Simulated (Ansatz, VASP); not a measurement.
# Two plane-wave programs on SnSe2

Contents of INCAR:

```
  ALGO = Normal
  EDIFF = 1E-6
  ENCUT = 500
  GGA = PE
  GGA_COMPAT = F
  ISIF = 2
  ISMEAR = 0
  LASPH = T
  LCHARG = F
  LREAL = F
  LWAVE = F
  NBANDS = 20
  NELM = 120
  PREC = Accurate
  SIGMA = 0.01
```

KPOINTS

```
k-points
0
Gamma
  6 6 2
```

Contents of POSCAR:

```
SnSe2
1.0
    3.8110000000      0.0000000000      0.0000000000
   -1.9055000000      3.3004228100      0.0000000000
    0.0000000000      0.0000000000      6.1360000000
Sn Se
1 2
Direct
    0.0000000000      0.0000000000      0.0000000000
    0.3333333333      0.6666666667      0.2490000000
    0.6666666667      0.3333333333      0.7510000000
```

Input for Ansatz:

```yaml
crystal:
  lattice:
    - [3.811, 0.0, 0.0]
    - [-1.9055, 3.30042281, 0.0]
    - [0.0, 0.0, 6.136]
  atoms:
    - { symbol: Sn, position: [0.0, 0.0, 0.0] }
    - { symbol: Se, position: [0.3333333333333333, 0.6666666666666666, 0.249] }
    - { symbol: Se, position: [0.6666666666666666, 0.3333333333333333, 0.751] }
basis:
  ecutwfc: 510.0
kpoints:
  mp_grid:
    grid: [6, 6, 2]
hamiltonian:
  xc: pbe
scf:
  occupations:
    method: fixed
output:
  eigenvalues: true
```

Alike in both runs: task single point; functional PBE; k mesh 6 × 6 × 2; no spin polarisation.

```csv
,VASP,Ansatz
version,VASP 6.6.1,Ansatz 0.2.0
potentials or method,"VASP PAW PBE potentials, release 64 (Sn_d, Se), cutoff 500 eV","plane waves, PAW"
occupations,"gaussian, width 0.01 eV",fixed
valence electrons in the cell,26,46
```

```tsv
	VASP	Ansatz	Ansatz less VASP
gap on the k mesh at the Fermi level (eV)	0.87	0.88	+0.007
```

VASP's potentials hold 26 valence electrons a cell and Ansatz's 46, so a difference there can come from the potentials and not from the codes.

The k mesh is coarse, so the values compare programs but aren't converged.
